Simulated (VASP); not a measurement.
Wanted: the native input for a VASP 6.6.1 run.

```yaml
Task: single point
Functional: PBEsol
Potentials_or_basis: VASP PAW PBE potentials, release 64 (Ta_pv, C)
Cutoff: 520 eV
k_mesh: 18 × 18 × 10
Occupations: gaussian, width 0.15 eV
Spin: no spin polarisation
Dipole_correction: no
Further_INCAR_settings: ALGO = Normal; EDIFF = 1e-06; NBANDS = 20
```

The structure of Ta2C lies in POSCAR:

```
Ta2C
1.0
    3.0953007023      0.0000000000      0.0000000000
   -1.5476503512      2.6806090406      0.0000000000
    0.0000000000      0.0000000000      4.9210802832
Ta C
2 1
Direct
    0.3333333333      0.6666666667      0.2528761935
    0.6666666667      0.3333333333      0.7471238065
    0.0000000000      0.0000000000      0.0000000000
```

These files were run (other wordings do the same):

INCAR

```
SYSTEM = Ta2C
PREC = Accurate
ENCUT = 520
EDIFF = 1E-6
ISMEAR = 0
SIGMA = 0.15
LREAL = .FALSE.
LASPH = .TRUE.
NELM = 80
ALGO = Normal
ISIF = 2
LWAVE = .FALSE.
LCHARG = .FALSE.
GGA = PS
NBANDS = 20
```

KPOINTS

```
Automatic mesh
0
G
  18 18 10
  0 0 0
```

Potentials or basis: VASP PAW PBE potentials, release 64 (Ta_pv, C).

The run is started by

```sh
$ cat potpaw_PBE.64/Ta_pv/POTCAR potpaw_PBE.64/C/POTCAR > POTCAR
$ mpirun -np 1 vasp_std > vasp.out
```

It gave:

The pressure is 0.5 GPa, the largest force is 0.051 eV/Å and the band gap on the k mesh is zero (band 13 reaches 7.00 eV, above the bottom of band 14 at 6.20 eV).

Caveat: the PAW data sets were made with another functional, which shifts forces and pressure a little; spin-orbit coupling is left out, which moves the levels of the heavy elements.

Run time: 2.5 min on 1 thread of Intel(R) Xeon(R) Platinum 8259CL CPU @ 2.50GHz (Skylake/Cascade Lake), on a shared host, peak memory 0.35 GiB.
